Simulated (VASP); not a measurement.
# CuBr2N2 (Cmmm) in VASP: single point with r2SCAN

Aim: the single point of CuBr2N2 with r2SCAN.

Everything below comes from runs of VASP 6.6.1. Logs are shortened: lines on timing, memory, paths and dates and some standing lists are left out, and cuts for length are marked.

### Step 1. The cell of the first run

It takes space group Cmmm (No. 65, orthorhombic). Conventional cell: a = 8.220 Å, b = 8.220 Å, c = 3.970 Å, α = 90.00°, β = 90.00°, γ = 90.00°. Within 2.8 Å of Cu (site symmetry mmm) lie 2 N at 2.05 Å and 4 Br at 2.76 Å. N (site symmetry 2mm) has 1 Cu at 2.05 Å within 2.7 Å. Br (site symmetry m2m) has 2 Cu at 2.76 Å and 8 N at 3.44 to 3.60 Å and 5 Br at 3.83 to 4.12 Å within 4.2 Å.

### Step 2. Single point, r2SCAN

POSCAR reads:

```
CuBr2N2
1.0
    4.1098889900      4.1098889900      0.0000000000
    4.1098889900     -4.1098889900      0.0000000000
    0.0000000000      0.0000000000     -3.9704895100
Cu N Br
1 2 2
Direct
    0.0000000000      0.0000000000      0.0000000000
    0.2500000000      0.7500000000      0.0000000000
    0.7500000000      0.2500000000      0.0000000000
    0.2330000000      0.2330000000      0.5000000000
    0.7670000000      0.7670000000      0.5000000000
```

INCAR.step1 reads:

```
PREC     = Accurate       # precision mode
ENCUT    = 520            # plane-wave cutoff, eV
ISMEAR   = -1             # smearing method
SIGMA    = 0.1            # smearing width, eV
LREAL    = F              # projectors in reciprocal space
LASPH    = T              # aspherical terms in the spheres
NELM     = 100            # most SCF steps
NBANDS   = 26             # bands
GGA      = PE             # functional
ALGO     = Normal         # electronic algorithm
EDIFF    = 1E-4           # SCF threshold, eV
LWAVE    = T              # write WAVECAR
LCHARG   = F              # write CHGCAR
```

INCAR.step2 reads:

```
PREC     = Accurate       # precision mode
ENCUT    = 520            # plane-wave cutoff, eV
EDIFF    = 1E-7           # SCF threshold, eV
ISMEAR   = -1             # smearing method
SIGMA    = 0.1            # smearing width, eV
LREAL    = F              # projectors in reciprocal space
LASPH    = T              # aspherical terms in the spheres
NELM     = 100            # most SCF steps
ALGO     = Normal         # electronic algorithm
ISIF     = 2              # what is computed and relaxed
LWAVE    = F              # write WAVECAR
LCHARG   = F              # write CHGCAR
METAGGA  = R2SCAN         # meta-GGA
LMIXTAU  = T            
NBANDS   = 26             # bands
ISTART   = 1
```

KPOINTS reads:

```
regular mesh
0
Gamma
  6 6 9
```

Potentials or basis: VASP PAW PBE potentials, release 64 (Cu, N, Br).

The run is started by

```
> cat potpaw_PBE.64/Cu/POTCAR potpaw_PBE.64/N/POTCAR potpaw_PBE.64/Br/POTCAR > POTCAR
> cp INCAR.step1 INCAR
> mpirun -np 1 vasp_std > vasp.out
> cp INCAR.step2 INCAR
> mpirun -np 1 vasp_std > vasp.out
```

OUTCAR:

```text
PREC = Accurate
   ENCUT = 520
   EDIFF = 1E-7
   ISMEAR = -1
   LREAL = F
   LASPH = T
   NELM = 100
   ISIF = 2
   METAGGA = R2SCAN
   ISTART = 1

 ion  position               nearest neighbor table
   1  0.000  0.000  0.000-   2 2.05   3 2.05   4 2.76   5 2.76   4 2.76   5 2.76
   2  0.250  0.750  0.000-   1 2.05
   3  0.750  0.250  0.000-   1 2.05
   4  0.233  0.233  0.500-   1 2.76   1 2.76
   5  0.767  0.767  0.500-   1 2.76   1 2.76

  LATTYP: Found a simple tetragonal cell.
 ALAT       =     5.8122607495
 C/A-ratio  =     0.6831230877

  Lattice vectors:

 A1 = (   4.1098889900,   4.1098889900,   0.0000000000)
 A2 = (   4.1098889900,  -4.1098889900,   0.0000000000)
 A3 = (   0.0000000000,   0.0000000000,  -3.9704895100)

Analysis of symmetry for initial positions (statically):
=====================================================================
 Subroutine PRICEL returns:
 Original cell was already a primitive cell.

 Routine SETGRP: Setting up the symmetry group for a
 simple tetragonal supercell.

 Subroutine GETGRP returns: Found  8 space group operations
 (whereof  8 operations were pure point group operations)
 out of a pool of 16 trial point group operations.

The static configuration has the point symmetry D_2h.

Analysis of symmetry for dynamics (positions and initial velocities):
=====================================================================
 Subroutine PRICEL returns:
 Original cell was already a primitive cell.

 Routine SETGRP: Setting up the symmetry group for a
 simple tetragonal supercell.

 Subroutine GETGRP returns: Found  8 space group operations
 (whereof  8 operations were pure point group operations)
 out of a pool of 16 trial point group operations.

The dynamic configuration has the point symmetry D_2h.

 Subroutine INISYM returns: Found  8 space group operations
 (whereof  8 operations are pure point group operations),
 and found     1 'primitive' translations

----------------------------------------------------------------------------------------

                                     Primitive cell

  volume of cell :     134.1326

  direct lattice vectors                    reciprocal lattice vectors
     4.109888990  4.109888990  0.000000000     0.121657787  0.121657787  0.000000000
     4.109888990 -4.109888990  0.000000000     0.121657787 -0.121657787  0.000000000
     0.000000000  0.000000000 -3.970489510     0.000000000  0.000000000 -0.251858114

  length of vectors
     5.812260750  5.812260750  3.970489510     0.172050093  0.172050093  0.251858114

  position of ions in fractional coordinates (direct lattice)
     0.000000000  0.000000000  0.000000000
     0.250000000  0.750000000  0.000000000
     0.750000000  0.250000000  0.000000000
     0.233000000  0.233000000  0.500000000
     0.767000000  0.767000000  0.500000000

  ion indices of the primitive-cell ions
   primitive index   ion index
                 1           1
                 2           2
                 3           3
                 4           4
                 5           5

----------------------------------------------------------------------------------------

 KPOINTS: regular mesh

Automatic generation of k-mesh.
 Grid dimensions read from file:
 generate k-points for:    6    6    9

 Generating k-lattice:

  Cartesian coordinates                     Fractional coordinates (reciprocal lattice)
     0.020276298  0.020276298  0.000000000     0.166666667  0.000000000  0.000000000
     0.020276298 -0.020276298  0.000000000     0.000000000  0.166666667  0.000000000
     0.000000000  0.000000000 -0.027984235     0.000000000  0.000000000  0.111111111

  Length of vectors
     0.028675015  0.028675015  0.027984235

  Shift w.r.t. Gamma in fractional coordinates (k-lattice)
     0.000000000  0.000000000  0.000000000

 Subroutine IBZKPT returns following result:
 ===========================================

 Found     65 irreducible k-points:

 Following reciprocal coordinates:
            Coordinates               Weight
  0.000000  0.000000  0.000000      1.000000
  0.166667  0.000000  0.000000      4.000000
  0.333333  0.000000  0.000000      4.000000
  0.500000  0.000000  0.000000      2.000000
  0.166667  0.166667  0.000000      2.000000
 -0.166667  0.166667  0.000000      2.000000
[... 16 lines left out ...]
  0.333333  0.333333  0.111111      4.000000
 -0.333333  0.333333  0.111111      4.000000
 [... further k-points ...]
   k-points           NKPTS =     65   k-points in BZ     NKDIM =     65   number of bands    NBANDS=     26
   number of dos      NEDOS =    301   number of ions     NIONS =      5
   total plane-waves  NPLWV =  69120
   dimension x,y,z NGX =    48 NGY =   48 NGZ =   30
   dimension x,y,z NGXF=    96 NGYF=   96 NGZF=   60
   ions per type =               1   2   2
   NGX,Y,Z   is equivalent  to a cutoff of  13.73, 13.73, 12.56 a.u.
   NGXF,Y,Z  is equivalent  to a cutoff of  27.46, 27.46, 25.12 a.u.
 SYSTEM =  unknown system
   PREC   = accura    normal or accurate (medium, high low for compatibility)
   ISTART =      1    job   : 0-new  1-cont  2-samecut
   ICHARG =      0    charge: 1-file 2-atom 10-const
   ISPIN  =      1    spin polarized calculation?
   LNONCOLLINEAR =      F non collinear calculations
   LSORBIT =      F    spin-orbit coupling
   LASPH  =      T    aspherical Exc in radial PAW
   ENCUT  =  520.0 eV  38.22 Ry    6.18 a.u.  10.81 10.81  7.38*2*pi/ulx,y,z
   NELM   =    100;   NELMIN=  2; NELMDL=  0     # of ELM steps
   EDIFF  = 0.1E-06   stopping-criterion for ELM
   LREAL  =      F    real-space projection
   EDIFFG = 0.1E-05   stopping-criterion for IOM
   NSW    =      0    number of steps for IOM
   IBRION =     -1    ionic relax: 0-MD 1-quasi-New 2-CG
   NFREE  =      0    steps in history (QN), initial steepest desc. (CG)
   ISIF   =      2    stress and relaxation
   ISYM   =      2    0-nonsym 1-usesym 2-fastsym
   POTIM  = 0.5000    time-step for ionic-motion
   TEBEG  =    0.0;   TEEND  =   0.0 temperature during run
   PSTRESS=    0.0 pullay stress
   NELECT =      35.0000    total number of electrons
   NUPDOWN=      -1.0000    fix difference up-down
   EMIN   =  10.00;   EMAX   =-10.00  energy-range for DOS
   EFERMI =   0.00;   METHOD = LEGACY
   ISMEAR =    -1;   SIGMA  =   0.10  broadening in eV -4-tet -1-fermi 0-gaus
   EFERMI_NEDOS =   21; number of points for ismear=-14 and -15
   IALGO  =     38    algorithm
   IMIX   =      4    mixing-type and parameters
     AMIX     =   0.40;   BMIX     =  1.00
     AMIX_MAG =   1.60;   BMIX_MAG =  1.00
  volume/ion in A,a.u.               =      26.83       181.03
  Fermi-wavevector in a.u.,A,eV,Ry     =   1.046131  1.976901 14.890083  1.094390
  Thomas-Fermi vector in A             =   2.180956
   LORBIT       =      0    0 simple, 1 ext, 2 COOP (PROOUT), +10 PAW based schemes
   METAGGA = R2SCAN    functional components
   LHFCALC =     F    Hartree Fock is set to
   AEXX    =    0.0000 exact exchange contribution
   IVDW    =     0    specifies the selected vdW correction
   LEPSILON=     F    determine dielectric tensor
   LRPA    =     F    only Hartree local field effects (RPA)
 non-spin polarized calculation
  energy-cutoff  :      520.00
  volume of cell :      134.13
 maximum number of plane-waves:      3634
 NGX is ok and might be reduce to    48
   NGX = 21   NGY = 21   NGZ = 15

 number of electron      35.0000003 magnetization

 Free energy of the ion-electron system (eV)
  ---------------------------------------------------
  ext. energy  EPLUGINS =         0.00000000
  ---------------------------------------------------
  free energy    TOTEN  =       -43.39311045 eV

  energy without entropy =      -42.97309299  energy(sigma->0) =      -43.18310172

 E-fermi :  -1.4871     XC(G=0):  -8.2923

 val. band max:       -1.4881698340   @ k =   0.3333   0.3333   0.4444
 cond. band min:      -1.4843670594   @ k =  -0.3333   0.3333   0.3333
 fundamental gap:      0.0038027747
 Fermi energy:        -1.4870727153

 k-point     1 :       0.0000    0.0000    0.0000
  band No.  band energies     occupation
      1     -16.0095      2.00000
      2     -15.6012      2.00000
      3     -14.4346      2.00000
      4     -14.3926      2.00000
      5      -5.1776      2.00000
      6      -4.9056      2.00000
[... 18 lines left out ...]
     25       7.0739      0.00000
     26       7.2448      0.00000

 k-point     2 :       0.1667    0.0000    0.0000
  band No.  band energies     occupation
      1     -15.9846      2.00000
      2     -15.6149      2.00000
      3     -14.4542      2.00000
      4     -14.3946      2.00000
      5      -5.1025      2.00000
      6      -4.9278      2.00000
[... 18 lines left out ...]
     25       7.2344      0.00000
     26       7.4660      0.00000

 k-point     3 :       0.3333    0.0000    0.0000
  band No.  band energies     occupation
      1     -15.9243      2.00000
      2     -15.6532      2.00000
      3     -14.4884      2.00000
      4     -14.4030      2.00000
      5      -5.0220      2.00000
      6      -4.9051      2.00000
[... 18 lines left out ...]
     25       7.6868      0.00000
     26       8.0270      0.00000

 k-point     4 :       0.5000    0.0000    0.0000
  band No.  band energies     occupation
      1     -15.8836      2.00000
      2     -15.6830      2.00000
      3     -14.5041      2.00000
      4     -14.4084      2.00000
      5      -5.0332      2.00000
      6      -4.8523      2.00000
[... 18 lines left out ...]
     25       8.2062      0.00000
     26       8.3869      0.00000

 k-point     5 :       0.1667    0.1667    0.0000
  band No.  band energies     occupation
      1     -15.9595      2.00000
      2     -15.6287      2.00000
      3     -14.4649      2.00000
      4     -14.4053      2.00000
      5      -5.0682      2.00000
      6      -4.8960      2.00000
[... 18 lines left out ...]
     25       7.4947      0.00000
     26       7.7196      0.00000

 k-point     6 :      -0.1667    0.1667    0.0000
  band No.  band energies     occupation
      1     -15.9628      2.00000
      2     -15.6231      2.00000
      3     -14.4789      2.00000
      4     -14.3938      2.00000
      5      -5.0243      2.00000
      6      -4.9818      2.00000
[... 427 lines left out ...]
 k-point    21 :      -0.1667    0.3333    0.1111
  band No.  band energies     occupation
      1     -15.8791      2.00000
      2     -15.6389      2.00000
      3     -14.5146      2.00000
      4     -14.4030      2.00000
      5      -5.0417      2.00000
      6      -4.8265      2.00000
[... 18 lines left out ...]
     25       8.0467      0.00000
     26       8.1659      0.00000

 k-point    22 :       0.5000    0.1667    0.1111
  band No.  band energies     occupation
      1     -15.8408      2.00000
      2     -15.6665      2.00000
      3     -14.5252      2.00000
      4     -14.4115      2.00000
      5      -5.0738      2.00000
      6      -4.7621      2.00000
[... 18 lines left out ...]
     25       8.2708      0.00000
     26       8.5372      0.00000

 k-point    23 :       0.3333    0.3333    0.1111
  band No.  band energies     occupation
      1     -15.8296      2.00000
      2     -15.6613      2.00000
      3     -14.5380      2.00000
      4     -14.4229      2.00000
      5      -5.1325      2.00000
      6      -4.6682      2.00000
[... 18 lines left out ...]
     25       7.9736      0.00000
     26       8.5803      0.00000

 k-point    24 :      -0.3333    0.3333    0.1111
  band No.  band energies     occupation
      1     -15.8368      2.00000
      2     -15.6517      2.00000
      3     -14.5465      2.00000
      4     -14.4170      2.00000
      5      -5.1228      2.00000
      6      -4.7046      2.00000
[... 18 lines left out ...]
     25       8.2402      0.00000
     26       8.7309      0.00000

 [... further k-points ...]

------------------------ aborting loop because EDIFF is reached ----------------------------------------

  FORCE on cell =-STRESS in cart. coord.  units (eV):
  Direction    XX          YY          ZZ          XY          YZ          ZX
  --------------------------------------------------------------------------------------
  -------------------------------------------------------------------------------------
  Total       -5.6117601    -12.9182984     -6.0114126     -0.0000000      0.0000000      0.0000000
  in kB      -67.0309609   -154.3055915    -71.8047032     -0.0000000      0.0000000      0.0000000
  external PRESSURE =     -97.7137519 kB  Pullay stress =       0.0000000 kB

 VOLUME and BASIS-vectors are now :
 -----------------------------------------------------------------------------
  energy-cutoff  :      520.00
  volume of cell :      134.13
      direct lattice vectors                 reciprocal lattice vectors
     4.109888990  4.109888990  0.000000000     0.121657787  0.121657787  0.000000000
     4.109888990 -4.109888990  0.000000000     0.121657787 -0.121657787  0.000000000
     0.000000000  0.000000000 -3.970489510     0.000000000  0.000000000 -0.251858114

 POSITION                                       TOTAL-FORCE (eV/Angst)
 -----------------------------------------------------------------------------------
      0.00000      0.00000      0.00000         0.000000      0.000000     -0.000000
      4.10989     -2.05494      0.00000         0.000000     -2.474899     -0.000000
      4.10989      2.05494      0.00000         0.000000      2.474899      0.000000
      1.91521      0.00000     -1.98524        -0.681823      0.000000     -0.000000
      6.30457      0.00000     -1.98524         0.681823      0.000000     -0.000000
 -----------------------------------------------------------------------------------
    total drift:                               -0.000000      0.000000      0.000000

  FREE ENERGIE OF THE ION-ELECTRON SYSTEM (eV)
  ---------------------------------------------------
  free  energy   TOTEN  =       -43.3931104548 eV

  energy  without entropy=      -42.9730929922  energy(sigma->0) =      -43.18310172
```

It took 13 min on 1 thread of Intel Xeon Platinum 8259CL at 2.50GHz (Skylake/Cascade Lake), shared host; peak memory 0.42 GiB.

What came out:

```yaml
Free_energy: -43.3931 eV
Pressure: -9.8 GPa
Largest_force: 2.475 eV/Å
Band_gap_on_the_k_mesh: zero (an odd number of electrons rules out a gap without spin polarisation)
```

Forces in eV/Å, atoms in the order of the input:
```
Cu   0.000  0.000  0.000
N    0.000 -2.475  0.000
N    0.000  2.475  0.000
Br  -0.682  0.000  0.000
Br   0.682  0.000  0.000
```

Levels at points of the mesh, in eV from the Fermi level:
| k point | band 13 | band 14 | band 15 | band 16 | band 17 | band 18 | band 19 | band 20 | band 21 | band 22 |
| --- | --- | --- | --- | --- | --- | --- | --- | --- | --- | --- |
| (0.00, 0.00, 0.00) | -1.69 | -1.68 | -0.28 | -0.06 | 0.22 | 0.25 | 0.26 | 0.45 | 0.77 | 5.54 |
| (0.50, 0.00, 0.00) | -1.50 | -1.28 | -0.85 | -0.42 | 0.04 | 0.08 | 0.12 | 0.28 | 0.67 | 6.62 |
| (0.50, 0.50, 0.00) | -1.24 | -0.91 | -0.71 | -0.65 | -0.35 | -0.15 | -0.10 | 0.13 | 0.17 | 7.01 |

Caveat: the cell stands under tension; the PAW data sets were made with another functional, which shifts forces and pressure a little; an odd number of electrons without spin polarisation forces a metal; a magnetic or distorted state may lie lower. With open d or f shells a metallic result of r2SCAN can be an artefact of self-interaction; +U or a hybrid may open a gap.
